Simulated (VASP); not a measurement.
# BN (P6_3/mmc) in VASP: a series of runs

BN is run at these levels: PBE; tasks: single point.

Program: VASP 6.6.1. These are calculated values, not measurements. Logs are shortened: lines on timing, memory, paths and dates and some standing lists are left out, and cuts for length are marked.

## Step 1: The cell of the first run

The structure is hexagonal, space group P6_3/mmc (No. 194). Conventional cell: a = 2.476 Å, b = 2.476 Å, c = 6.576 Å, α = 90.00°, β = 90.00°, γ = 120.00°. B (site symmetry -6m2) has 3 N at 1.43 Å within 1.9 Å. Within 1.9 Å of N (site symmetry -6m2) lie 3 B at 1.43 Å.

## Step 2: Single point, PBE

INCAR reads:

```
SYSTEM = BN
  ALGO = Normal
  EDIFF = 1E-6
  ENCUT = 600
  GGA = PE
  GGA_COMPAT = .FALSE.
  ISIF = 2
  ISMEAR = 0
  LASPH = .TRUE.
  LCHARG = .TRUE.
  LELF = .TRUE.
  LREAL = .FALSE.
  LVHAR = .TRUE.
  LWAVE = .FALSE.
  NBANDS = 16
  NELM = 120
  PREC = Accurate
  SIGMA = 0.01
```

KPOINTS reads:

```
k-points
0
G
  8 8 3
  0 0 0
```

POSCAR reads:

```
BN
1.0
    2.4758330531      0.0000000000      0.0000000000
   -1.2379165265      2.1441350085      0.0000000000
    0.0000000000      0.0000000000      6.5761837895
B N
2 2
Direct
    0.3333333333      0.6666666667      0.2500000000
    0.6666666667      0.3333333333      0.7500000000
    0.3333333333      0.6666666667      0.7500000000
    0.6666666667      0.3333333333      0.2500000000
```

Potentials or basis: VASP PAW PBE potentials, release 64 (B, N).

Launch:

```bash
$ cat potpaw_PBE.64/B/POTCAR potpaw_PBE.64/N/POTCAR > POTCAR
$ mpirun -np 1 vasp_std > vasp.out
```

OUTCAR:

```text
SYSTEM = BN
   EDIFF = 1E-6
   ENCUT = 600
   GGA = PE
   ISIF = 2
   ISMEAR = 0
   LASPH = .TRUE.
   LREAL = .FALSE.
   NELM = 120
   PREC = Accurate

 ion  position               nearest neighbor table
   1  0.333  0.667  0.250-   4 1.43   4 1.43   4 1.43
   2  0.667  0.333  0.750-   3 1.43   3 1.43   3 1.43
   3  0.333  0.667  0.750-   2 1.43   2 1.43   2 1.43
   4  0.667  0.333  0.250-   1 1.43   1 1.43   1 1.43

  LATTYP: Found a hexagonal cell.
 ALAT       =     2.4758330531
 C/A-ratio  =     2.6561499295

  Lattice vectors:

 A1 = (   2.4758330531,   0.0000000000,   0.0000000000)
 A2 = (  -1.2379165265,   2.1441350085,   0.0000000000)
 A3 = (   0.0000000000,   0.0000000000,   6.5761837895)

Analysis of symmetry for initial positions (statically):
=====================================================================
 Subroutine PRICEL returns:
 Original cell was already a primitive cell.

 Routine SETGRP: Setting up the symmetry group for a
 hexagonal supercell.

 Subroutine GETGRP returns: Found 24 space group operations
 (whereof 12 operations were pure point group operations)
 out of a pool of 24 trial point group operations.

The static configuration has the point symmetry D_3d.
 The point group associated with its full space group is D_6h.

Analysis of symmetry for dynamics (positions and initial velocities):
=====================================================================
 Subroutine PRICEL returns:
 Original cell was already a primitive cell.

 Routine SETGRP: Setting up the symmetry group for a
 hexagonal supercell.

 Subroutine GETGRP returns: Found 24 space group operations
 (whereof 12 operations were pure point group operations)
 out of a pool of 24 trial point group operations.

The dynamic configuration has the point symmetry D_3d.
 The point group associated with its full space group is D_6h.

 Subroutine INISYM returns: Found 24 space group operations
 (whereof 12 operations are pure point group operations),
 and found     1 'primitive' translations

----------------------------------------------------------------------------------------

                                     Primitive cell

  volume of cell :      34.9098

  direct lattice vectors                    reciprocal lattice vectors
     2.475833053  0.000000000  0.000000000     0.403904455  0.233194271  0.000000000
    -1.237916527  2.144135009  0.000000000     0.000000000  0.466388542  0.000000000
     0.000000000  0.000000000  6.576183789     0.000000000  0.000000000  0.152063877

  length of vectors
     2.475833053  2.475833650  6.576183789     0.466388654  0.466388542  0.152063877

  position of ions in fractional coordinates (direct lattice)
     0.333333333  0.666666667  0.250000000
     0.666666667  0.333333333  0.750000000
     0.333333333  0.666666667  0.750000000
     0.666666667  0.333333333  0.250000000

  ion indices of the primitive-cell ions
   primitive index   ion index
                 1           1
                 2           2
                 3           3
                 4           4

----------------------------------------------------------------------------------------

 KPOINTS: k-points

Automatic generation of k-mesh.
 Grid dimensions read from file:
 generate k-points for:    8    8    3

 Generating k-lattice:

  Cartesian coordinates                     Fractional coordinates (reciprocal lattice)
     0.050488057  0.029149284  0.000000000     0.125000000 -0.000000000  0.000000000
     0.000000000  0.058298568  0.000000000     0.000000000  0.125000000  0.000000000
     0.000000000  0.000000000  0.050687959     0.000000000  0.000000000  0.333333333

  Length of vectors
     0.058298582  0.058298568  0.050687959

  Shift w.r.t. Gamma in fractional coordinates (k-lattice)
     0.000000000  0.000000000  0.000000000

 Subroutine IBZKPT returns following result:
 ===========================================

 Found     20 irreducible k-points:

 Following reciprocal coordinates:
            Coordinates               Weight
  0.000000  0.000000  0.000000      1.000000
  0.125000  0.000000  0.000000      6.000000
  0.250000  0.000000  0.000000      6.000000
  0.375000  0.000000  0.000000      6.000000
  0.500000  0.000000  0.000000      3.000000
  0.125000  0.125000  0.000000      6.000000
[... 12 lines left out ...]
  0.250000  0.250000  0.333333     12.000000
  0.375000  0.250000  0.333333     12.000000
   k-points           NKPTS =     20   k-points in BZ     NKDIM =     20   number of bands    NBANDS=     16
   number of dos      NEDOS =    301   number of ions     NIONS =      4
   total plane-waves  NPLWV =  21600
   dimension x,y,z NGX =    20 NGY =   20 NGZ =   54
   dimension x,y,z NGXF=    40 NGYF=   40 NGZF=  108
   ions per type =               2   2
   NGX,Y,Z   is equivalent  to a cutoff of  13.43, 13.43, 13.65 a.u.
   NGXF,Y,Z  is equivalent  to a cutoff of  26.86, 26.86, 27.30 a.u.
 SYSTEM =  BN
[... 35 lines left out ...]
   LHFCALC =     F    Hartree Fock is set to
   AEXX    =    0.0000 exact exchange contribution
   IVDW    =     0    specifies the selected vdW correction
   LEPSILON=     F    determine dielectric tensor
   LRPA    =     F    only Hartree local field effects (RPA)
 non-spin polarized calculation
 Gauss-broadening in eV      SIGMA  =   0.01
  energy-cutoff  :      600.00
  volume of cell :       34.91
 maximum number of plane-waves:      1179
 NGX is ok and might be reduce to    20
   NGX =  9   NGY =  9   NGZ = 27

 number of electron      15.9999997 magnetization

 Free energy of the ion-electron system (eV)
  ---------------------------------------------------
  ext. energy  EPLUGINS =         0.00000000
  ---------------------------------------------------
  free energy    TOTEN  =       -35.10041388 eV

  energy without entropy =      -35.10041388  energy(sigma->0) =      -35.10041388

 E-fermi :   2.6494     XC(G=0): -10.2045

 val. band max:        2.5135999139   @ k =   0.3750   0.2500   0.0000
 cond. band min:       6.8158764282   @ k =   0.5000   0.0000   0.0000
 fundamental gap:      4.3022765143
 Fermi energy:         2.6493790731

 k-point     1 :       0.0000    0.0000    0.0000
  band No.  band energies     occupation
      1     -15.5125      2.00000
      2     -15.1993      2.00000
      3      -3.9270      2.00000
      4      -1.7235      2.00000
      5       1.2096      2.00000
      6       1.2096      2.00000
[... 8 lines left out ...]
     15      15.3536      0.00000
     16      15.9426      0.00000

 k-point     2 :       0.1250    0.0000    0.0000
  band No.  band energies     occupation
      1     -15.2003      2.00000
      2     -14.8980      2.00000
      3      -3.4967      2.00000
      4      -1.3376      2.00000
      5       0.0015      2.00000
      6       0.0374      2.00000
[... 8 lines left out ...]
     15      15.7913      0.00000
     16      16.2997      0.00000

 k-point     3 :       0.2500    0.0000    0.0000
  band No.  band energies     occupation
      1     -14.3048      2.00000
      2     -14.0374      2.00000
      3      -2.6345      2.00000
      4      -2.5699      2.00000
      5      -2.2452      2.00000
      6      -0.4746      2.00000
[... 8 lines left out ...]
     15      18.1376      0.00000
     16      18.9640      0.00000

 k-point     4 :       0.3750    0.0000    0.0000
  band No.  band energies     occupation
      1     -13.0295      2.00000
      2     -12.8353      2.00000
      3      -5.2763      2.00000
      4      -5.1862      2.00000
      5      -1.3684      2.00000
      6      -1.3029      2.00000
[... 8 lines left out ...]
     15      18.3110      0.00000
     16      22.1222      0.00000
[... 248 lines left out ...]
 k-point    18 :       0.3750    0.1250    0.3333
  band No.  band energies     occupation
      1     -12.2628      2.00000
      2     -12.2018      2.00000
      3      -6.0212      2.00000
      4      -5.9811      2.00000
      5      -2.4282      2.00000
      6      -2.3907      2.00000
[... 8 lines left out ...]
     15      18.4137      0.00000
     16      20.4707      0.00000

 k-point    19 :       0.2500    0.2500    0.3333
  band No.  band energies     occupation
      1     -12.3327      2.00000
      2     -12.2569      2.00000
      3      -5.2095      2.00000
      4      -5.1905      2.00000
      5      -3.4374      2.00000
      6      -3.4132      2.00000
[... 8 lines left out ...]
     15      18.0437      0.00000
     16      18.8536      0.00000

 k-point    20 :       0.3750    0.2500    0.3333
  band No.  band energies     occupation
      1     -11.6896      2.00000
      2     -11.6674      2.00000
      3      -5.8696      2.00000
      4      -5.8140      2.00000
      5      -4.1273      2.00000
      6      -4.0960      2.00000
[... 8 lines left out ...]
     15      19.1744      0.00000
     16      19.6567      0.00000

------------------------ aborting loop because EDIFF is reached ----------------------------------------

  FORCE on cell =-STRESS in cart. coord.  units (eV):
  Direction    XX          YY          ZZ          XY          YZ          ZX
  --------------------------------------------------------------------------------------
  -------------------------------------------------------------------------------------
  Total        3.6429426      3.6429449      0.6853667      0.0000000      0.0000000      0.0000000
  in kB      167.1919954    167.1921029     31.4547447      0.0000000      0.0000000      0.0000000
  external PRESSURE =     121.9462810 kB  Pullay stress =       0.0000000 kB

 VOLUME and BASIS-vectors are now :
 -----------------------------------------------------------------------------
  energy-cutoff  :      600.00
  volume of cell :       34.91
      direct lattice vectors                 reciprocal lattice vectors
     2.475833053  0.000000000  0.000000000     0.403904455  0.233194271  0.000000000
    -1.237916527  2.144135009  0.000000000     0.000000000  0.466388542  0.000000000
     0.000000000  0.000000000  6.576183789     0.000000000  0.000000000  0.152063877

 POSITION                                       TOTAL-FORCE (eV/Angst)
 -----------------------------------------------------------------------------------
     -0.00000      1.42942      1.64405        -0.000000     -0.000000      0.000000
      1.23792      0.71471      4.93214         0.000000      0.000000      0.000000
     -0.00000      1.42942      4.93214        -0.000000     -0.000000      0.000000
      1.23792      0.71471      1.64405         0.000000      0.000000      0.000000
 -----------------------------------------------------------------------------------
    total drift:                               -0.000000      0.000000      0.000000

  FREE ENERGIE OF THE ION-ELECTRON SYSTEM (eV)
  ---------------------------------------------------
  free  energy   TOTEN  =       -35.1004138840 eV

  energy  without entropy=      -35.1004138840  energy(sigma->0) =      -35.10041388
```

Run time: 22 s. Hardware: 1 thread of Intel Xeon 8259CL, shared host; peak memory 0.15 GiB.

Results:

| Quantity | Value |
| --- | --- |
| Free energy | -35.1004 eV |
| Pressure | 12.2 GPa |
| Band gap on the k mesh | 4.30 eV (least direct gap 4.75 eV) |

Stress tensor (GPa, compression positive):
```
16.72  0.00  0.00
 0.00 16.72  0.00
 0.00  0.00  3.15
```

Levels at points of the mesh, in eV from the valence-band top:
| k point | band 6 | band 7 | band 8 | band 9 | band 10 | band 11 |
| --- | --- | --- | --- | --- | --- | --- |
| (0.00, 0.00, 0.00) | -1.30 | -1.27 | -1.27 | 5.31 | 10.54 | 11.82 |
| (0.50, 0.00, 0.00) | -4.14 | -1.51 | -0.46 | 4.30 | 5.75 | 9.84 |

Caveat: the cell stands under pressure; an odd mesh through Γ misses points on the zone boundary, where band edges can lie; this functional lacks dispersion, which binds the layers, so the pressure and a relaxed spacing across them are unreliable.

## Step 3: Single point, PBE

This run uses another cell than the first one, of 8.97 Å³/atom.

INCAR reads:

```
ALGO = Normal
EDIFF = 1E-6
ENCUT = 600
GGA = PE
GGA_COMPAT = F
ISIF = 2
ISMEAR = 0
LASPH = T
LCHARG = F
LREAL = F
LWAVE = F
NBANDS = 16
NELM = 120
PREC = Accurate
SIGMA = 0.01
```

KPOINTS reads:

```
k-points
0
Gamma
  8 8 3
```

POSCAR reads:

```
BN
1.0
    2.4982400000      0.0000000000      0.0000000000
   -1.2491200000      2.1635400000      0.0000000000
    0.0000000000      0.0000000000      6.6357000000
B N
2 2
Direct
    0.3333333333      0.6666666667      0.2500000000
    0.6666666667      0.3333333333      0.7500000000
    0.3333333333      0.6666666667      0.7500000000
    0.6666666667      0.3333333333      0.2500000000
```

Potentials or basis: VASP PAW PBE potentials, release 64 (B, N).

Launch:

```bash
$ cat potpaw_PBE.64/B/POTCAR potpaw_PBE.64/N/POTCAR > POTCAR
$ mpirun -np 1 vasp_std > vasp.out
```

Run time: 23 s. Hardware: 1 thread of Intel Xeon 8259CL, shared host; peak memory 0.15 GiB.

Results (log left out):

* Free energy: -35.1532 eV
* Pressure: 5.0 GPa
* Band gap on the k mesh: 4.27 eV (least direct gap 4.69 eV)

Stress tensor (GPa, compression positive):
```
6.10 0.00 0.00
0.00 6.10 0.00
0.00 0.00 2.75
```

Levels at points of the mesh, in eV from the valence-band top:
| k point | band 6 | band 7 | band 8 | band 9 | band 10 | band 11 |
| --- | --- | --- | --- | --- | --- | --- |
| (0.00, 0.00, 0.00) | -1.34 | -1.30 | -1.30 | 5.25 | 10.34 | 11.59 |
| (0.50, 0.00, 0.00) | -4.10 | -1.46 | -0.45 | 4.27 | 5.65 | 9.59 |

Caveat: the cell stands under pressure; an odd mesh through Γ misses points on the zone boundary, where band edges can lie; this functional lacks dispersion, which binds the layers, so the pressure and a relaxed spacing across them are unreliable. A hybrid or GW would open this gap; PBE tends to underestimate it.

## Step 4: Single point, PBE

This run uses another cell than the first one, of 9.21 Å³/atom.

INCAR reads:

```
PREC = Accurate
ENCUT = 600
EDIFF = 1E-6
ISMEAR = 0
SIGMA = 0.01
LREAL = False
LASPH = True
NELM = 120
ALGO = Normal
ISIF = 2
LWAVE = False
LCHARG = True
GGA = PE
LELF = True
LVHAR = True
NBANDS = 16
GGA_COMPAT = False
```

KPOINTS reads:

```
regular mesh
0
Gamma
  8 8 3
```

POSCAR reads:

```
BN
1.0
    2.5202520593      0.0000000000      0.0000000000
   -1.2601260297      2.1826030087      0.0000000000
    0.0000000000      0.0000000000      6.6941673298
B N
2 2
Direct
    0.3333333333      0.6666666667      0.2500000000
    0.6666666667      0.3333333333      0.7500000000
    0.3333333333      0.6666666667      0.7500000000
    0.6666666667      0.3333333333      0.2500000000
```

Launch:

```bash
$ cat potpaw_PBE.64/B/POTCAR potpaw_PBE.64/N/POTCAR > POTCAR
$ mpirun -np 1 vasp_std > vasp.out
```

Wall time 23 s (1 thread of Intel Xeon 8259CL, shared host); peak memory 0.15 GiB.

Results (log left out):

- Free energy: -35.1655 eV
- Pressure: -1.4 GPa
- Band gap on the k mesh: 4.24 eV (least direct gap 4.63 eV)

Stress tensor (GPa, compression positive):
```
-3.31  0.00  0.00
 0.00 -3.31  0.00
 0.00  0.00  2.40
```

Levels at points of the mesh, in eV from the valence-band top:
| k point | band 6 | band 7 | band 8 | band 9 | band 10 | band 11 |
| --- | --- | --- | --- | --- | --- | --- |
| (0.00, 0.00, 0.00) | -1.37 | -1.33 | -1.33 | 5.20 | 10.14 | 11.38 |
| (0.50, 0.00, 0.00) | -4.06 | -1.41 | -0.44 | 4.24 | 5.56 | 9.34 |

Caveat: an odd mesh through Γ misses points on the zone boundary, where band edges can lie; this functional lacks dispersion, which binds the layers, so the pressure and a relaxed spacing across them are unreliable.

## Step 5: Single point, PBE

This run uses another cell than the first one, of 9.44 Å³/atom.

INCAR reads:

```
SYSTEM = BN
PREC = Accurate
ENCUT = 600
EDIFF = 1E-6
ISMEAR = 0
SIGMA = 0.01
LREAL = .False.
LASPH = .True.
NELM = 120
ALGO = Normal
ISIF = 2
LWAVE = .False.
LCHARG = .False.
GGA = PE
NBANDS = 16
GGA_COMPAT = .False.
```

KPOINTS reads:

```
Automatic mesh
0
Gamma
  8 8 3
  0 0 0
```

POSCAR reads:

```
BN
1.0
    2.5418861824      0.0000000000      0.0000000000
   -1.2709430912      2.2013387148      0.0000000000
    0.0000000000      0.0000000000      6.7516308042
B N
2 2
Direct
    0.3333333333      0.6666666667      0.2500000000
    0.6666666667      0.3333333333      0.7500000000
    0.3333333333      0.6666666667      0.7500000000
    0.6666666667      0.3333333333      0.2500000000
```

Launch:

```bash
$ cat potpaw_PBE.64/B/POTCAR potpaw_PBE.64/N/POTCAR > POTCAR
$ mpirun -np 1 vasp_std > vasp.out
```

Run time: 22 s. Hardware: 1 thread of Intel Xeon 8259CL, shared host; peak memory 0.15 GiB.

Results (log left out):

| Item | Value |
| --- | --- |
| Free energy | -35.1418 eV |
| Pressure | -7.1 GPa |
| Band gap on the k mesh | 4.21 eV (least direct gap 4.57 eV) |

Stress tensor (GPa, compression positive):
```
-11.67   0.00   0.00
  0.00 -11.67   0.00
  0.00   0.00   2.09
```

Levels at points of the mesh, in eV from the valence-band top:
```
           k point  band 5  band 6  band 7  band 8  band 9  band 10  band 11  band 12
(0.00, 0.00, 0.00)   -1.39   -1.39   -1.36   -1.36    5.14     9.96    11.17    11.17
(0.50, 0.00, 0.00)   -4.09   -4.03   -1.37   -0.43    4.21     5.47     9.10     9.48
```

Caveat: the cell stands under tension; an odd mesh through Γ misses points on the zone boundary, where band edges can lie; this functional lacks dispersion, which binds the layers, so the pressure and a relaxed spacing across them are unreliable.

## Step 6: Single point, PBE

This run uses another cell than the first one, of 9.68 Å³/atom.

INCAR reads:

```
PREC = Accurate ; ENCUT = 600
EDIFF = 1E-6 ; ISMEAR = 0
SIGMA = 0.01 ; LREAL = F
LASPH = T ; NELM = 120
ALGO = Normal ; ISIF = 2
LWAVE = F ; LCHARG = F
GGA = PE ; NBANDS = 16
GGA_COMPAT = F
```

KPOINTS reads:

```
regular mesh
0
Gamma
  8 8 3
```

POSCAR reads:

```
BN
1.0
    2.5631581854      0.0000000000      0.0000000000
   -1.2815790927      2.2197608158      0.0000000000
    0.0000000000      0.0000000000      6.8081324336
B N
2 2
Direct
    0.3333333333      0.6666666667      0.2500000000
    0.6666666667      0.3333333333      0.7500000000
    0.3333333333      0.6666666667      0.7500000000
    0.6666666667      0.3333333333      0.2500000000
```

Potentials or basis: VASP PAW PBE potentials, release 64 (B, N).

Launch:

```bash
$ cat potpaw_PBE.64/B/POTCAR potpaw_PBE.64/N/POTCAR > POTCAR
$ mpirun -np 1 vasp_std > vasp.out
```

Run time: 19 s. Hardware: 1 thread of Intel Xeon 8259CL, shared host; peak memory 0.15 GiB.

Results (log left out):

```yaml
Free_energy: -35.0860 eV
Pressure: -12.1 GPa
Band_gap_on_the_k_mesh: 4.18 eV (least direct gap 4.51 eV)
```

Stress tensor (GPa, compression positive):
```
-19.09   0.00   0.00
  0.00 -19.09   0.00
  0.00   0.00   1.82
```

Levels at points of the mesh, in eV from the valence-band top:
```csv
k point,band 4,band 5,band 6,band 7,band 8,band 9,band 10,band 11,band 12,band 13
"(0.00, 0.00, 0.00)",-3.86,-1.42,-1.42,-1.38,-1.38,5.08,9.78,10.95,10.97,10.97
"(0.50, 0.00, 0.00)",-8.58,-4.05,-3.99,-1.33,-0.42,4.18,5.38,8.87,9.22,12.34
```

Caveat: the cell stands under tension; an odd mesh through Γ misses points on the zone boundary, where band edges can lie; this functional lacks dispersion, which binds the layers, so the pressure and a relaxed spacing across them are unreliable. A hybrid or GW would open this gap; PBE tends to underestimate it.

## Step 7: The runs side by side

| cell | gap on the mesh (eV) | pressure (GPa) |
| --- | --- | --- |
| a = 2.476, b = 2.476, c = 6.576 Å, angles 90.0, 90.0, 120.0°, 4 atoms | 4.30 | 12.2 |
| a = 2.498, b = 2.498, c = 6.636 Å, angles 90.0, 90.0, 120.0°, 4 atoms | 4.27 | 5.0 |
| a = 2.520, b = 2.520, c = 6.694 Å, angles 90.0, 90.0, 120.0°, 4 atoms | 4.24 | -1.4 |
| a = 2.542, b = 2.542, c = 6.752 Å, angles 90.0, 90.0, 120.0°, 4 atoms | 4.21 | -7.1 |
| a = 2.563, b = 2.563, c = 6.808 Å, angles 90.0, 90.0, 120.0°, 4 atoms | 4.18 | -12.1 |

Alike in all rows: task single point; level PBE; potentials or basis VASP PAW PBE potentials, release 64 (B, N); no spin polarisation; k mesh 8 × 8 × 3; cutoff (eV) 600; smearing gaussian 0.01 eV.

Caveats: an odd mesh through Γ misses points on the zone boundary, where band edges can lie; this functional lacks dispersion, which binds the layers, so the pressure and a relaxed spacing across them are unreliable; the cell stands under pressure (at least some runs); the cell stands under tension (at least some runs).

Absolute energies hang on the potentials; compare differences alone.
